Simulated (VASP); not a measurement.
Write the native input for VASP 6.6.1 that does the following.

```
Task                   : electric field gradients
Functional             : LDA
Potentials or basis    : VASP PAW LDA potentials, release 64 (Li_sv)
Cutoff                 : 520 eV
k mesh                 : 13 × 13 × 13
Occupations            : fermi-dirac, width 0.05 eV
Spin                   : no spin polarisation
Dipole correction      : no
Further INCAR settings : ALGO = Normal; EDIFF = 1e-08; NBANDS = 8
```

The structure of Li lies in POSCAR:

```
Li
1.0
   -1.7843224392      1.7843224392      1.7843224392
    1.7843224392     -1.7843224392      1.7843224392
    1.7843224392      1.7843224392     -1.7843224392
Li
1
Direct
    0.0000000000      0.0000000000      0.0000000000
```

The input as run:

INCAR

```
SYSTEM = Li
ALGO = Normal
EDIFF = 1E-8
ENCUT = 520
ISIF = 2
ISMEAR = -1
LASPH = .True.
LCHARG = .False.
LEFG = .True.
LREAL = .False.
LWAVE = .False.
NBANDS = 8
NELM = 60
PREC = Accurate
SIGMA = 0.05
```

KPOINTS

```
k-points
0
Gamma
  13 13 13
  0 0 0
```

Potentials or basis: VASP PAW LDA potentials, release 64 (Li_sv).

Command:

```console
$ cat potpaw_LDA.64/Li_sv/POTCAR > POTCAR
$ mpirun -np 1 vasp_std > vasp.out
```

It gave:

```yaml
Band_gap_on_the_k_mesh: zero (an odd number of electrons rules out a gap without spin polarisation)
Largest_electric_field_gradient_by_atom: zero within the noise of the run
```

Run time: 13 s on 1 thread of Intel(R) Xeon(R) Platinum 8375C CPU @ 2.90GHz (Ice Lake) (shared host), peak memory 0.11 GiB.
